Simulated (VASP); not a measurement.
# SiPb (rocksalt type): electric field gradients with PBE

SiPb (rocksalt type):

```
Pb Si
1.0
     0.00000    2.89116    2.89116
     2.89116    0.00000    2.89116
     2.89116    2.89116    0.00000
Pb Si
1 1
Direct
  0.00000 0.00000 0.00000
  0.50000 0.50000 0.50000
```

```json
{"Program": "VASP 6.6.1", "Task": "electric field gradients", "Functional": "PBE", "Potentials or basis": "VASP PAW PBE potentials, release 64 (Pb_d, Si)", "Cutoff": "520 eV", "k mesh": "13 × 13 × 13", "Occupations": "fermi-dirac, width 0.05 eV", "Spin": "no spin polarisation", "Dipole correction": "no", "Further INCAR settings": "ALGO = Normal; EDIFF = 1e-08; NBANDS = 16"}
```

| Property | Result |
| --- | --- |
| Pressure | 2.3 GPa |
| Band gap on the k mesh | zero (bands 9 and 10 overlap by 3.53 eV) |
| Largest electric field gradient by atom | under 0.05 V/Å² on every atom |

Levels at points of the mesh, in eV from the Fermi level:
| k point | band 5 | band 6 | band 7 | band 8 | band 9 | band 10 | band 11 | band 12 | band 13 | band 14 |
| --- | --- | --- | --- | --- | --- | --- | --- | --- | --- | --- |
| (0.00, 0.00, 0.00) | -16.71 | -11.96 | -1.05 | 0.13 | 0.13 | 0.13 | 6.20 | 6.20 | 6.20 | 6.33 |

It took 29 s on 1 thread of Intel(R) Xeon(R) 6975P-C (Granite Rapids), on a shared host, peak memory 0.21 GiB.

Caveat: spin-orbit coupling is left out, which moves the levels of the heavy elements.
